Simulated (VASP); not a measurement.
A run of VASP 6.6.1 is set up as follows.

File POSCAR:

```
BaTiO3
1.0
    2.8276681575      1.6325549719      2.3177316080
   -2.8276681575      1.6325549719      2.3177316080
    0.0000000000     -3.2651099438      2.3177316080
Ba Ti O
1 1 3
Direct
    0.0000000000      0.0000000000      0.0000000000
    0.5140000000      0.5140000000      0.5140000000
    0.4916000000      0.4916000000      0.9815000000
    0.4916000000      0.9815000000      0.4916000000
    0.9815000000      0.4916000000      0.4916000000
```

Contents of INCAR.step1:

```
  PREC = Accurate
  ENCUT = 520
  ISMEAR = -5
  SIGMA = 0.1
  LREAL = F
  LASPH = T
  NELM = 100
  NBANDS = 28
  GGA = PE
  ALGO = Normal
  EDIFF = 1E-4
  LWAVE = T
  LCHARG = F
```

INCAR.step2

```
  PREC = Accurate
  ENCUT = 520
  EDIFF = 1E-6
  ISMEAR = -5
  SIGMA = 0.1
  LREAL = F
  LASPH = T
  NELM = 100
  ALGO = Normal
  ISIF = 2
  LWAVE = F
  LCHARG = F
  METAGGA = R2SCAN
  LMIXTAU = T
  NBANDS = 28
  ISTART = 1
```

KPOINTS

```
Automatic mesh
0
Gamma
  6 6 6
```

Potentials or basis: VASP PAW PBE potentials, release 64 (Ba_sv, Ti_sv, O).

Command:

```bash
$ cat potpaw_PBE.64/Ba_sv/POTCAR potpaw_PBE.64/Ti_sv/POTCAR potpaw_PBE.64/O/POTCAR > POTCAR
$ cp INCAR.step1 INCAR
$ mpirun -np 1 vasp_std > vasp.out
$ cp INCAR.step2 INCAR
$ mpirun -np 1 vasp_std > vasp.out
```

Problem. Predict the largest force.

Solution. 0.181 eV/Å.

Problem. Predict the band gap on the k mesh.

Solution. 2.75 eV (least direct gap 3.14 eV).

Problem. Predict the pressure.

Solution. 3.9 GPa.

Forces on the atoms (eV/Å):
```
Ba   0.000  0.000  0.075
Ti   0.000  0.000 -0.179
O    0.000 -0.177  0.035
O   -0.154  0.089  0.035
O    0.154  0.089  0.035
```

Caveat: the cell stands under pressure; the PAW data sets were made with another functional, which shifts forces and pressure a little; spin-orbit coupling is left out, which moves the levels of the heavy elements. A k mesh can miss the band edges.
